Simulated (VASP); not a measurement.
# NaCl (Pm-3m) in VASP: further runs

Aim: see how the results for NaCl move with the level of theory and the settings. Levels: PBEsol+U, PBE+U. Tasks: single point.

Program: VASP 6.6.1. These are calculated values, not measurements. Logs are shortened: lines on timing, memory, paths and dates and some standing lists are left out, and cuts for length are marked.

## 1. The cell of the first run

The structure is cubic, space group Pm-3m (No. 221). Conventional cell: a = 3.502 Å, b = 3.502 Å, c = 3.502 Å, α = 90.00°, β = 90.00°, γ = 90.00°. Na (site symmetry m-3m) has 8 Cl at 3.03 Å and 6 Na at 3.50 Å within 4.0 Å. Within 4.0 Å of Cl (site symmetry m-3m) lie 8 Na at 3.03 Å and 6 Cl at 3.50 Å.

## 2. Single point, PBEsol+U

INCAR reads:

```
SYSTEM = NaCl
  PREC = Accurate
  ENCUT = 500
  EDIFF = 1E-6
  ISMEAR = -4
  SIGMA = 0.1
  LREAL = .False.
  LASPH = .True.
  NELM = 200
  ALGO = Normal
  ISIF = 2
  LWAVE = .False.
  LCHARG = .False.
  LDAU = .True.
  LDAUTYPE = 2
  LDAUL = -1 1
  LDAUU = 0 3.8
  LDAUJ = 0 0
  LDAUPRINT = 1
  GGA = PS
  NBANDS = 14
  GGA_COMPAT = .False.
```

KPOINTS reads:

```
Automatic mesh
0
Gamma
  6 6 6
  0 0 0
```

POSCAR reads:

```
NaCl
1.0
    3.5021900000      0.0000000000      0.0000000000
    0.0000000000      3.5021900000      0.0000000000
    0.0000000000      0.0000000000      3.5021900000
Na Cl
1 1
Direct
    0.0000000000      0.0000000000      0.0000000000
    0.5000000000      0.5000000000      0.5000000000
```

Potentials or basis: VASP PAW PBE potentials, release 64 (Na_pv, Cl).

The run is started by

```sh
cat potpaw_PBE.64/Na_pv/POTCAR potpaw_PBE.64/Cl/POTCAR > POTCAR
mpirun -np 1 vasp_std > vasp.out
```

OUTCAR:

```text
SYSTEM = NaCl
   PREC = Accurate
   ENCUT = 500
   EDIFF = 1E-6
   ISMEAR = -4
   LREAL = .False.
   LASPH = .True.
   NELM = 200
   ISIF = 2
   GGA = PS

 ion  position               nearest neighbor table
   1  0.000  0.000  0.000-
   2  0.500  0.500  0.500-

  LATTYP: Found a simple cubic cell.
 ALAT       =     3.5021900000

  Lattice vectors:

 A1 = (   3.5021900000,   0.0000000000,   0.0000000000)
 A2 = (   0.0000000000,   3.5021900000,   0.0000000000)
 A3 = (   0.0000000000,   0.0000000000,   3.5021900000)

Analysis of symmetry for initial positions (statically):
=====================================================================
 Subroutine PRICEL returns:
 Original cell was already a primitive cell.

 Routine SETGRP: Setting up the symmetry group for a
 simple cubic supercell.

 Subroutine GETGRP returns: Found 48 space group operations
 (whereof 48 operations were pure point group operations)
 out of a pool of 48 trial point group operations.

The static configuration has the point symmetry O_h .

Analysis of symmetry for dynamics (positions and initial velocities):
=====================================================================
 Subroutine PRICEL returns:
 Original cell was already a primitive cell.

 Routine SETGRP: Setting up the symmetry group for a
 simple cubic supercell.

 Subroutine GETGRP returns: Found 48 space group operations
 (whereof 48 operations were pure point group operations)
 out of a pool of 48 trial point group operations.

The dynamic configuration has the point symmetry O_h .

 Subroutine INISYM returns: Found 48 space group operations
 (whereof 48 operations are pure point group operations),
 and found     1 'primitive' translations

----------------------------------------------------------------------------------------

                                     Primitive cell

  volume of cell :      42.9555

  direct lattice vectors                    reciprocal lattice vectors
     3.502190000  0.000000000  0.000000000     0.285535622  0.000000000  0.000000000
     0.000000000  3.502190000  0.000000000     0.000000000  0.285535622  0.000000000
     0.000000000  0.000000000  3.502190000     0.000000000  0.000000000  0.285535622

  length of vectors
     3.502190000  3.502190000  3.502190000     0.285535622  0.285535622  0.285535622

  position of ions in fractional coordinates (direct lattice)
     0.000000000  0.000000000  0.000000000
     0.500000000  0.500000000  0.500000000

  ion indices of the primitive-cell ions
   primitive index   ion index
                 1           1
                 2           2

----------------------------------------------------------------------------------------

 KPOINTS: Automatic mesh

Automatic generation of k-mesh.
 Grid dimensions read from file:
 generate k-points for:    6    6    6

 Generating k-lattice:

  Cartesian coordinates                     Fractional coordinates (reciprocal lattice)
     0.047589270  0.000000000  0.000000000     0.166666667  0.000000000  0.000000000
     0.000000000  0.047589270  0.000000000     0.000000000  0.166666667  0.000000000
     0.000000000  0.000000000  0.047589270     0.000000000  0.000000000  0.166666667

  Length of vectors
     0.047589270  0.047589270  0.047589270

  Shift w.r.t. Gamma in fractional coordinates (k-lattice)
     0.000000000  0.000000000  0.000000000

 TETIRR: Found    104 inequivalent tetrahedra from     1296

 Subroutine IBZKPT returns following result:
 ===========================================

 Found     20 irreducible k-points:

 Following reciprocal coordinates:
            Coordinates               Weight
  0.000000  0.000000  0.000000      1.000000
  0.166667  0.000000  0.000000      6.000000
  0.333333  0.000000  0.000000      6.000000
  0.500000  0.000000  0.000000      3.000000
  0.166667  0.166667  0.000000     12.000000
  0.333333  0.166667  0.000000     24.000000
[... 12 lines left out ...]
  0.500000  0.500000  0.333333      6.000000
  0.500000  0.500000  0.500000      1.000000
   k-points           NKPTS =     20   k-points in BZ     NKDIM =     20   number of bands    NBANDS=     14
   number of dos      NEDOS =    301   number of ions     NIONS =      2
   total plane-waves  NPLWV =  21952
   dimension x,y,z NGX =    28 NGY =   28 NGZ =   28
   dimension x,y,z NGXF=    56 NGYF=   56 NGZF=   56
   ions per type =               1   1
   NGX,Y,Z   is equivalent  to a cutoff of  13.29, 13.29, 13.29 a.u.
   NGXF,Y,Z  is equivalent  to a cutoff of  26.58, 26.58, 26.58 a.u.
 SYSTEM =  NaCl
   PREC   = accura    normal or accurate (medium, high low for compatibility)
   ISTART =      0    job   : 0-new  1-cont  2-samecut
   ICHARG =      2    charge: 1-file 2-atom 10-const
   ISPIN  =      1    spin polarized calculation?
   LNONCOLLINEAR =      F non collinear calculations
   LSORBIT =      F    spin-orbit coupling
   LASPH  =      T    aspherical Exc in radial PAW
   ENCUT  =  500.0 eV  36.75 Ry    6.06 a.u.   6.39  6.39  6.39*2*pi/ulx,y,z
   NELM   =    200;   NELMIN=  2; NELMDL= -5     # of ELM steps
   EDIFF  = 0.1E-05   stopping-criterion for ELM
   LREAL  =      F    real-space projection
   EDIFFG = 0.1E-04   stopping-criterion for IOM
   NSW    =      0    number of steps for IOM
   IBRION =     -1    ionic relax: 0-MD 1-quasi-New 2-CG
   NFREE  =      0    steps in history (QN), initial steepest desc. (CG)
   ISIF   =      2    stress and relaxation
   ISYM   =      2    0-nonsym 1-usesym 2-fastsym
   POTIM  = 0.5000    time-step for ionic-motion
   TEBEG  =    0.0;   TEEND  =   0.0 temperature during run
   PSTRESS=    0.0 pullay stress
   NELECT =      14.0000    total number of electrons
   NUPDOWN=      -1.0000    fix difference up-down
   EMIN   =  10.00;   EMAX   =-10.00  energy-range for DOS
   EFERMI =   0.00;   METHOD = LEGACY
   ISMEAR =    -4;   SIGMA  =   0.10  broadening in eV -4-tet -1-fermi 0-gaus
   EFERMI_NEDOS =   21; number of points for ismear=-14 and -15
   IALGO  =     38    algorithm
   IMIX   =      4    mixing-type and parameters
     AMIX     =   0.40;   BMIX     =  1.00
     AMIX_MAG =   1.60;   BMIX_MAG =  1.00
  volume/ion in A,a.u.               =      21.48       144.94
  Fermi-wavevector in a.u.,A,eV,Ry     =   1.126621  2.129005 17.269530  1.269275
  Thomas-Fermi vector in A             =   2.263304
   LORBIT       =      0    0 simple, 1 ext, 2 COOP (PROOUT), +10 PAW based schemes
 LDA+U is selected, type is set to LDAUTYPE =  2
   angular momentum for each species LDAUL =    -1    1
   U (eV)           for each species LDAUU =   0.0  3.8
   J (eV)           for each species LDAUJ =   0.0  0.0
   GGA     = PS    functional components
   LHFCALC =     F    Hartree Fock is set to
   AEXX    =    0.0000 exact exchange contribution
   IVDW    =     0    specifies the selected vdW correction
   LEPSILON=     F    determine dielectric tensor
   LRPA    =     F    only Hartree local field effects (RPA)
 non-spin polarized calculation
 Fermi weights with tetrahedron method witout Bloechl corrections
  energy-cutoff  :      500.00
  volume of cell :       42.96
 maximum number of plane-waves:      1108
 NGX is ok and might be reduce to    28
   NGX = 13   NGY = 13   NGZ = 13

 number of electron      13.9999982 magnetization

 Free energy of the ion-electron system (eV)
  ---------------------------------------------------
  ext. energy  EPLUGINS =         0.00000000
  ---------------------------------------------------
  free energy    TOTEN  =        -3.99258560 eV

  energy without entropy =       -3.99258560  energy(sigma->0) =       -3.99258560

 E-fermi :   0.2370     XC(G=0):  -8.5579

 val. band max:        0.2070916286   @ k =   0.5000   0.5000   0.0000
 cond. band min:       4.2365301079   @ k =   0.0000   0.0000   0.0000
 fundamental gap:      4.0294384794
 Fermi energy:         0.2370256223

 k-point     1 :       0.0000    0.0000    0.0000
  band No.  band energies     occupation
      1     -21.5724      2.00000
      2     -21.5724      2.00000
      3     -21.5724      2.00000
      4     -12.8572      2.00000
      5      -0.2807      2.00000
      6      -0.2807      2.00000
      7      -0.2807      2.00000
      8       4.2365      0.00000
      9       8.8198      0.00000
     10       8.8198      0.00000
     11      15.9251      0.00000
     12      15.9251      0.00000
     13      15.9251      0.00000
     14      16.3518      0.00000

 k-point     2 :       0.1667    0.0000    0.0000
  band No.  band energies     occupation
      1     -21.5829      2.00000
      2     -21.5715      2.00000
      3     -21.5715      2.00000
      4     -12.7701      2.00000
      5      -1.0683      2.00000
      6      -0.2248      2.00000
      7      -0.2248      2.00000
      8       4.9544      0.00000
      9       9.1260      0.00000
     10       9.3332      0.00000
     11      14.2041      0.00000
     12      14.2041      0.00000
     13      15.3623      0.00000
     14      16.5634      0.00000

 k-point     3 :       0.3333    0.0000    0.0000
  band No.  band energies     occupation
      1     -21.6038      2.00000
      2     -21.5696      2.00000
      3     -21.5696      2.00000
      4     -12.5851      2.00000
      5      -2.2415      2.00000
      6      -0.1083      2.00000
      7      -0.1083      2.00000
      8       6.2278      0.00000
      9       9.4723      0.00000
     10       9.9904      0.00000
     11      12.7216      0.00000
     12      12.7216      0.00000
     13      14.6021      0.00000
     14      16.1905      0.00000

 k-point     4 :       0.5000    0.0000    0.0000
  band No.  band energies     occupation
      1     -21.6142      2.00000
      2     -21.5686      2.00000
      3     -21.5686      2.00000
      4     -12.4867      2.00000
      5      -2.7298      2.00000
      6      -0.0476      2.00000
      7      -0.0476      2.00000
      8       7.1467      0.00000
      9       8.7856      0.00000
     10      10.8063      0.00000
     11      12.1757      0.00000
     12      12.1757      0.00000
     13      13.1458      0.00000
     14      17.4122      0.00000

 k-point     5 :       0.1667    0.1667    0.0000
  band No.  band energies     occupation
      1     -21.5827      2.00000
      2     -21.5806      2.00000
      3     -21.5706      2.00000
      4     -12.6878      2.00000
      5      -1.1044      2.00000
      6      -0.8268      2.00000
      7      -0.1677      2.00000
      8       5.6003      0.00000
      9       9.3716      0.00000
     10       9.7454      0.00000
     11      12.7257      0.00000
[... 208 lines left out ...]
 k-point    18 :       0.5000    0.3333    0.3333
  band No.  band energies     occupation
      1     -21.6027      2.00000
      2     -21.5928      2.00000
      3     -21.5919      2.00000
      4     -12.0779      2.00000
      5      -1.8833      2.00000
      6      -1.3850      2.00000
      7      -1.2990      2.00000
      8       7.1170      0.00000
      9       7.9321      0.00000
     10       8.4847      0.00000
     11      13.5425      0.00000
     12      14.0015      0.00000
     13      14.2823      0.00000
     14      15.4222      0.00000

 k-point    19 :       0.5000    0.5000    0.3333
  band No.  band energies     occupation
      1     -21.6011      2.00000
      2     -21.6011      2.00000
      3     -21.5911      2.00000
      4     -12.0045      2.00000
      5      -1.7481      2.00000
      6      -1.7481      2.00000
      7      -1.2364      2.00000
      8       6.8411      0.00000
      9       7.9756      0.00000
     10       7.9756      0.00000
     11      13.1059      0.00000
     12      14.0363      0.00000
     13      15.6551      0.00000
     14      15.6551      0.00000

 k-point    20 :       0.5000    0.5000    0.5000
  band No.  band energies     occupation
      1     -21.5997      2.00000
      2     -21.5997      2.00000
      3     -21.5997      2.00000
      4     -11.9308      2.00000
      5      -1.6352      2.00000
      6      -1.6352      2.00000
      7      -1.6352      2.00000
      8       7.3585      0.00000
      9       7.3585      0.00000
     10       7.3585      0.00000
     11      12.0205      0.00000
     12      16.0395      0.00000
     13      16.0395      0.00000
     14      16.0395      0.00000

------------------------ aborting loop because EDIFF is reached ----------------------------------------

  FORCE on cell =-STRESS in cart. coord.  units (eV):
  Direction    XX          YY          ZZ          XY          YZ          ZX
  --------------------------------------------------------------------------------------
  -------------------------------------------------------------------------------------
  Total       -0.4138369     -0.4138369     -0.4138369      0.0000000      0.0000000     -0.0000000
  in kB      -15.4354984    -15.4354984    -15.4354984      0.0000000      0.0000000     -0.0000000
  external PRESSURE =     -15.4354984 kB  Pullay stress =       0.0000000 kB

 VOLUME and BASIS-vectors are now :
 -----------------------------------------------------------------------------
  energy-cutoff  :      500.00
  volume of cell :       42.96
      direct lattice vectors                 reciprocal lattice vectors
     3.502190000  0.000000000  0.000000000     0.285535622  0.000000000  0.000000000
     0.000000000  3.502190000  0.000000000     0.000000000  0.285535622  0.000000000
     0.000000000  0.000000000  3.502190000     0.000000000  0.000000000  0.285535622

 POSITION                                       TOTAL-FORCE (eV/Angst)
 -----------------------------------------------------------------------------------
      0.00000      0.00000      0.00000         0.000000      0.000000      0.000000
      1.75110      1.75110      1.75110         0.000000      0.000000      0.000000
 -----------------------------------------------------------------------------------
    total drift:                               -0.000000      0.000000      0.000000

  FREE ENERGIE OF THE ION-ELECTRON SYSTEM (eV)
  ---------------------------------------------------
  free  energy   TOTEN  =        -3.9925855959 eV

  energy  without entropy=       -3.9925855959  energy(sigma->0) =       -3.99258560
```

It took 7.7 s on 1 thread of Intel Xeon 6975P-C (Granite Rapids), shared host; peak memory 0.15 GiB.

What came out:

```yaml
Free_energy: -3.9926 eV
Pressure: -1.5 GPa
Band_gap_on_the_k_mesh: 4.03 eV (least direct gap 4.52 eV)
```

Levels at points of the mesh, in eV from the valence-band top:
```tsv
k point	band 5	band 6	band 7	band 8	band 9	band 10
(0.00, 0.00, 0.00)	-0.49	-0.49	-0.49	4.03	8.61	8.61
(0.50, 0.00, 0.00)	-2.94	-0.25	-0.25	6.94	8.58	10.60
(0.50, 0.50, 0.00)	-2.26	-2.26	0.00	5.60	9.94	10.98
(0.50, 0.50, 0.50)	-1.84	-1.84	-1.84	7.15	7.15	7.15
```

Caveat: the PAW data sets were made with another functional, which shifts forces and pressure a little.

## 3. Single point, PBE+U

INCAR reads:

```
SYSTEM = NaCl
PREC = Accurate ; ENCUT = 500
EDIFF = 1E-6 ; ISMEAR = 0
SIGMA = 0.014 ; LREAL = .False.
LASPH = .True. ; NELM = 200
ALGO = Normal ; ISIF = 2
LWAVE = .False. ; LCHARG = .False.
LDAU = .True. ; LDAUTYPE = 2
LDAUL = -1 1 ; LDAUU = 0 1.2
LDAUJ = 0 0 ; LDAUPRINT = 1
GGA = PE ; NBANDS = 14
GGA_COMPAT = .False.
```

KPOINTS reads:

```
Automatic mesh
0
Gamma
  1 1 1
  0 0 0
```

POSCAR is that of step 2.

Potentials or basis: VASP PAW PBE potentials, release 64 (Na_pv, Cl).

The run is started by

```sh
cat potpaw_PBE.64/Na_pv/POTCAR potpaw_PBE.64/Cl/POTCAR > POTCAR
mpirun -np 1 vasp_gam > vasp.out
```

It took 2.3 s on 1 thread of AMD EPYC 7R43 (Zen 3), shared host; peak memory 0.1 GiB.

The run converged. Its results:

- Free energy: -1.1382 eV
- Pressure: 21.8 GPa

Levels at points of the mesh, in eV from the Fermi level:
```
           k point  band 4  band 5  band 6  band 7  band 8  band 9  band 10  band 11
(0.00, 0.00, 0.00)  -12.67   -0.08   -0.08   -0.08    3.90    8.67     8.67    15.42
```

Caveat: the k points lie up to 1.79 Å⁻¹ apart.

## 4. Single point, PBE+U

INCAR reads:

```
PREC = Accurate
ENCUT = 500
EDIFF = 1E-6
ISMEAR = 0
SIGMA = 0.1
LREAL = F
LASPH = T
NELM = 200
ALGO = Normal
ISIF = 2
LWAVE = F
LCHARG = F
LDAU = T
LDAUTYPE = 2
LDAUL = -1 1
LDAUU = 0 7.1
LDAUJ = 0 0
LDAUPRINT = 1
GGA = PE
ISYM = 0
NBANDS = 14
GGA_COMPAT = F
```

KPOINTS reads:

```
Automatic mesh
0
Gamma
  5 3 1
```

POSCAR is that of step 3.

The run is started by

```sh
cat potpaw_PBE.64/Na_pv/POTCAR potpaw_PBE.64/Cl/POTCAR > POTCAR
mpirun -np 1 vasp_std > vasp.out
```

It took 5.5 s on 1 thread of AMD EPYC 7R43 (Zen 3), shared host; peak memory 0.11 GiB.

The run converged. Its results:

* Free energy: -0.4426 eV
* Pressure: 4.9 GPa
* Band gap on the k mesh: 4.43 eV (least direct gap 4.61 eV)

Levels at points of the mesh, in eV from the valence-band top:
| k point | band 3 | band 4 | band 5 | band 6 | band 7 | band 8 | band 9 | band 10 | band 11 | band 12 |
| --- | --- | --- | --- | --- | --- | --- | --- | --- | --- | --- |
| (0.00, 0.00, 0.00) | -21.81 | -12.52 | -0.81 | -0.21 | -0.19 | 4.43 | 8.98 | 9.21 | 15.88 | 16.04 |

Caveat: the k points lie up to 1.79 Å⁻¹ apart; an odd mesh through Γ misses points on the zone boundary, where band edges can lie.

## 5. Summary

```csv
level,U,k mesh,smearing,gap on the mesh (eV),pressure (GPa)
PBEsol+U,Cl p U = 3.8 eV,6 × 6 × 6,tetrahedron,4.03,-1.5
PBE+U,Cl p U = 1.2 eV,1 × 1 × 1,gaussian 0.014 eV,-,21.8
PBE+U,Cl p U = 7.1 eV,5 × 3 × 1,gaussian 0.1 eV,4.43,4.9
```

Alike in all rows: task single point; potentials or basis VASP PAW PBE potentials, release 64 (Na_pv, Cl); no spin polarisation; cell as given; cutoff (eV) 500.

Caveats: some runs use coarse meshes; the PAW data sets were made with another functional, which shifts forces and pressure a little (at least some runs); an odd mesh through Γ misses points on the zone boundary, where band edges can lie (at least some runs).

Absolute energies hang on the potentials; compare differences alone.
